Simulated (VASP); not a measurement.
# MoS2: single point with PBE+D3(BJ)

Crystal: MoS2.

```
CELL_PARAMETERS angstrom
1.71442 0.98982 5.99653
-1.71442 0.98982 5.99653
0.00000 -1.97964 5.99653
ATOMIC_POSITIONS crystal
Mo 0.00002 0.00002 0.00002
S 0.75356 0.75356 0.75356
S 0.57972 0.57972 0.57972
```

This cell differs from its parent crystal: strain +0.0875 x Voigt [1, 1, 0, 0, 0, 0].

```json
{"Program": "VASP 6.6.1", "Task": "single point", "Functional": "PBE", "Dispersion": "D3(BJ)", "Potentials or basis": "VASP PAW PBE potentials, release 64 (Mo_sv, S)", "Cutoff": "520 eV", "k mesh": "12 × 12 × 12", "Occupations": "gaussian, width 0.05 eV", "Spin": "no spin polarisation"}
```

```json
{
  "Pressure": "-17.3 GPa",
  "Largest force": "1.241 eV/Å",
  "Band gap on the k mesh": "0.18 eV, indirect (least direct gap 1.12 eV)",
  "Dispersion energy per atom": "-0.370 eV"
}
```

Forces on the atoms (eV/Å):
```
Mo   0.000  0.000  0.000
S    0.000  0.000 -1.240
S    0.000  0.000  1.241
```

Stress tensor (GPa, compression positive):
```
-20.53   0.00   0.00
  0.00 -20.53   0.00
  0.00   0.00 -10.94
```

Levels at points of the mesh, in eV from the valence-band top:
```tsv
k point	band 9	band 10	band 11	band 12	band 13	band 14	band 15	band 16	band 17	band 18
(0.00, 0.00, 0.00)	-3.40	-2.51	-2.51	-0.75	-0.67	1.27	1.27	1.69	1.69	4.12
(0.50, 0.00, 0.00)	-4.43	-3.84	-2.05	-2.00	-1.32	0.76	1.07	2.49	2.68	4.98
(0.50, 0.50, 0.00)	-4.18	-3.69	-2.57	-2.32	-1.27	0.69	1.13	2.24	2.98	5.69
(0.50, 0.50, 0.50)	-3.44	-3.06	-2.45	-2.45	0.00	1.41	1.41	1.50	1.50	4.51
```

It took 9.3 min on 1 thread of Intel(R) Xeon(R) Platinum 8175M CPU @ 2.50GHz (Skylake/Cascade Lake) (shared host), peak memory 0.47 GiB.

Caveat: the cell differs from its parent crystal (strain +0.0875 x Voigt [1, 1, 0, 0, 0, 0]); forces of over 1 eV/Å act on the atoms, so gaps and moduli don't describe the material at rest. A k mesh can miss the band edges.
